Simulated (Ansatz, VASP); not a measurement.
**F in VASP and in Ansatz**

File INCAR:

```
ALGO = Normal ; EDIFF = 1E-6
ENCUT = 520 ; GGA = PE
ISIF = 2 ; ISMEAR = 0
IVDW = 12 ; LASPH = True
LCHARG = False ; LREAL = False
LWAVE = False ; NBANDS = 22
NELM = 100 ; PREC = Accurate
SIGMA = 0.05
```

The input KPOINTS:

```
k-points
0
Gamma
  8 8 4
```

File POSCAR:

```
F
1.0
    2.7735902046     -1.7628796394      0.2927051127
    2.7735902046      1.7628796394      0.2927051127
   -0.8227725226      0.0000000000      6.6402307669
F
4
Direct
    0.9138648456      0.5855481450      0.0772625910
    0.4144518550      0.0861351544      0.4227374090
    0.0861351544      0.4144518550      0.9227374090
    0.5855481450      0.9138648456      0.5772625910
```

Input for Ansatz:

```yaml
crystal:
  lattice:
    - [2.7735902046, -1.7628796394, 0.2927051127]
    - [2.7735902046, 1.7628796394, 0.2927051127]
    - [-0.8227725226, 0.0, 6.6402307669]
  atoms:
    - { symbol: F, position: [0.9138648456, 0.585548145, 0.077262591] }
    - { symbol: F, position: [0.414451855, 0.0861351544, 0.422737409] }
    - { symbol: F, position: [0.0861351544, 0.414451855, 0.922737409] }
    - { symbol: F, position: [0.585548145, 0.9138648456, 0.577262591] }
basis:
  ecutwfc: 520.0
kpoints:
  mp_grid: { grid: [8, 8, 4] }
hamiltonian:
  xc: pbe
  dispersion: d3bj
scf:
  occupations: { method: gaussian, width: 0.05 }
output:
  forces: true
  stress: true
  eigenvalues: true
  write_density: true
  write_potential: true
  elf: true
  volumetric_format: npy
```

Alike in both runs: task single point; functional PBE; dispersion D3(BJ); k mesh 8 × 8 × 4; occupations gaussian, width 0.05 eV; no spin polarisation.

|  | VASP | Ansatz |
| --- | --- | --- |
| version | VASP 6.6.1 | Ansatz 0.2.0 |
| potentials or method | VASP PAW PBE potentials, release 64 (F), cutoff 520 eV | scalar-relativistic, plane waves, PAW |
| valence electrons in the cell | 28 | 28 |

Ansatz gave:

| Quantity | Value |
| --- | --- |
| gap on the k mesh at the Fermi level (eV) | 6.46 |
| least direct gap on the mesh (eV) | 6.47 |
| rms of the force components (eV/Å) | 8.551 |

Problem. Estimate VASP's values.

Solution. gap on the k mesh at the Fermi level (eV): 6.37; least direct gap on the mesh (eV): 6.38; rms of the force components (eV/Å): 9.693.

Atom by atom the forces differ by 1.142 eV/Å (rms over components).

Noted on VASP's run: the standard files for N, O and F lose accuracy on very short bonds.
